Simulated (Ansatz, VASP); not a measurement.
**One calculation of Si5F, two programs**

```
CELL_PARAMETERS angstrom
2.87302 0.00000 0.00000
-1.43651 2.48811 0.00000
0.00000 0.00000 14.74697
ATOMIC_POSITIONS crystal
Si 0.66667 0.33333 0.81842
Si 0.33333 0.66667 0.65982
Si 0.66667 0.33333 0.50000
Si 0.33333 0.66667 0.34018
Si 0.66667 0.33333 0.18157
F 0.33333 0.66667 0.00000
```

Change from the starting cell: species swapped into the CeMg5 type (P-6m2, No. 187).

Alike in both runs: task single point; functional PBE; k mesh 6 × 6 × 2; occupations gaussian, width 0.1 eV; collinear spin.

|  | VASP | Ansatz |
| --- | --- | --- |
| version | VASP 6.6.1 | Ansatz 0.2.0 |
| potentials or method | VASP PAW PBE potentials, release 64 (Si, F), cutoff 520 eV | scalar-relativistic, plane waves, PAW |
| valence electrons in the cell | 27 | 27 |

|  | VASP | Ansatz | Ansatz less VASP |
| --- | --- | --- | --- |
| gap on the k mesh at the Fermi level (eV) | none | none | - |
| pressure (GPa) | -10.5 | -10.4 | +0.13 |
| traceless stress, the component that is largest in VASP (GPa) | -6.52 | -5.80 | +0.716 |
| rms of the force components (eV/Å) | 0.218 | 0.191 | -0.0268 |
| net moment per atom (μB) | 0.00 | 0.06 | +0.062 |
| size of the moment on the site where the two differ most (μB) | 0.00 | 0.29 | +0.290 |

Site moments also hang on the region over which each program counts them. Atom by atom the forces differ by 0.027 eV/Å (rms over components). A gap of «none» marks a metal or a gap that the smearing closes.

The k mesh is coarse, so the values compare programs but aren't converged.
